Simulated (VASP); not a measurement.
Write the native input for VASP 6.6.1 that does the following.

```yaml
Task: single point
Functional: r2SCAN
Potentials_or_basis: VASP PAW PBE potentials, release 64 (Li_sv)
Cutoff: 830 eV
k_mesh: 8 × 8 × 8
Occupations: gaussian, width 0.05 eV
Spin: no spin polarisation
Dipole_correction: no
Further_INCAR_settings: ALGO = Normal; EDIFF = 1e-06; NBANDS = 8
```

Li:

```
CELL_PARAMETERS angstrom
-1.75223 1.75223 1.75223
1.75223 -1.75223 1.75223
1.75223 1.75223 -1.75223
ATOMIC_POSITIONS crystal
Li 0.00000 0.00000 0.00000
```

The input as run:

POSCAR

```
Li
1.0
   -1.7522340265      1.7522340265      1.7522340265
    1.7522340265     -1.7522340265      1.7522340265
    1.7522340265      1.7522340265     -1.7522340265
Li
1
Direct
    0.0000000000      0.0000000000      0.0000000000
```

INCAR.step1

```
PREC = Accurate ; ENCUT = 830
ISMEAR = 0 ; SIGMA = 0.05
LREAL = F ; LASPH = T
NELM = 120 ; NBANDS = 8
GGA = PE ; ALGO = Normal
EDIFF = 1E-5 ; LWAVE = T
LCHARG = F ; GGA_COMPAT = F
```

INCAR.step2

```
PREC = Accurate ; ENCUT = 830
EDIFF = 1E-6 ; ISMEAR = 0
SIGMA = 0.05 ; LREAL = F
LASPH = T ; NELM = 120
ALGO = Normal ; ISIF = 2
LWAVE = F ; LCHARG = F
METAGGA = R2SCAN ; LMIXTAU = T
NBANDS = 8 ; ISTART = 1
GGA_COMPAT = F
```

KPOINTS

```
Automatic mesh
0
Gamma
  8 8 8
```

Potentials or basis: VASP PAW PBE potentials, release 64 (Li_sv).

Launch:

```console
$ cat potpaw_PBE.64/Li_sv/POTCAR > POTCAR
$ cp INCAR.step1 INCAR
$ mpirun -np 1 vasp_std > vasp.out
$ cp INCAR.step2 INCAR
$ mpirun -np 1 vasp_std > vasp.out
```

It gave:

The pressure is -0.3 GPa and the band gap on the k mesh is zero (an odd number of electrons rules out a gap without spin polarisation).

Caveat: the PAW data sets were made with another functional, which shifts forces and pressure a little.

It took 56 s on 1 thread of Intel Xeon 8259CL (shared host), peak memory 0.16 GiB.
